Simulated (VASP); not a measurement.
Set up this calculation in VASP 6.6.1, as the native input.

- Task: single point
- Functional: LDA
- Potentials or basis: VASP PAW LDA potentials, release 64 (Ga_d, P)
- Cutoff: 500 eV
- k mesh: 8 × 8 × 8
- Occupations: gaussian, width 0.02 eV
- Spin: no spin polarisation
- Dipole correction: no
- Further INCAR settings: ALGO = Normal; EDIFF = 1e-06; NBANDS = 16

The structure of GaP (l) lies in POSCAR:

```
GaP
1.0
    0.0000000000      2.6956550235      2.6956550235
    2.6956550235      0.0000000000      2.6956550235
    2.6956550235      2.6956550235      0.0000000000
Ga P
1 1
Direct
    0.0000000000      0.0000000000      0.0000000000
    0.2500000000      0.2500000000      0.2500000000
```

One way to write it, as run:

INCAR

```
  ALGO = Normal
  EDIFF = 1E-6
  ENCUT = 500
  GGA = CA
  GGA_COMPAT = False
  ISIF = 2
  ISMEAR = 0
  LASPH = True
  LCHARG = True
  LELF = True
  LREAL = False
  LVHAR = True
  LWAVE = False
  NBANDS = 16
  NELM = 120
  PREC = Accurate
  SIGMA = 0.02
```

KPOINTS

```
k-points
0
Gamma
  8 8 8
```

Potentials or basis: VASP PAW LDA potentials, release 64 (Ga_d, P).

Launch:

```sh
$ cat potpaw_LDA.64/Ga_d/POTCAR potpaw_LDA.64/P/POTCAR > POTCAR
$ mpirun -np 1 vasp_std > vasp.out
```

It gave:

```
Pressure               : 0.1 GPa
Band gap on the k mesh : 1.43 eV, indirect (least direct gap 1.91 eV)
```

It took 22 s on 1 thread of Intel(R) Xeon(R) Platinum 8375C CPU @ 2.90GHz (Ice Lake), on a shared host, peak memory 0.14 GiB.
